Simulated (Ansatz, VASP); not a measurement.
# SnO in VASP and in Ansatz

```xyz
4
Lattice="3.8202 0.0000 0.0000 0.0000 3.8202 0.0000 0.0000 0.0000 30.6319" Properties=species:S:1:pos:R:3 pbc="T T T"
Sn    1.9101    0.0000   14.1344
Sn    0.0000    1.9101   16.4975
O     0.0000    0.0000   15.3160
O     1.9101    1.9101   15.3160
```

Alike in both runs: functional PBE; dispersion D3(BJ); k mesh 6 × 6 × 1; occupations gaussian, width 0.02 eV; no spin polarisation.

Ansatz relaxed the structure, and its values are those at the end. VASP's run is a single point on that final structure, the one shown.

|  | VASP | Ansatz |
| --- | --- | --- |
| version | VASP 6.6.1 | Ansatz 0.2.0 |
| potentials or method | VASP PAW PBE potentials, release 64 (Sn_d, O_h), cutoff 910 eV | scalar-relativistic, plane waves, PAW |
| valence electrons in the cell | 40 | 40 |

|  | VASP | Ansatz | Ansatz less VASP |
| --- | --- | --- | --- |
| gap on the k mesh at the Fermi level (eV) | 3.09 | 3.11 | +0.020 |
| least direct gap on the mesh (eV) | 3.14 | 3.18 | +0.033 |
| rms of the force components (eV/Å) | 0.036 | 0.000 | -0.0364 |

Noted on VASP's run: the cutoff is short for stress, so the pressure is rough.
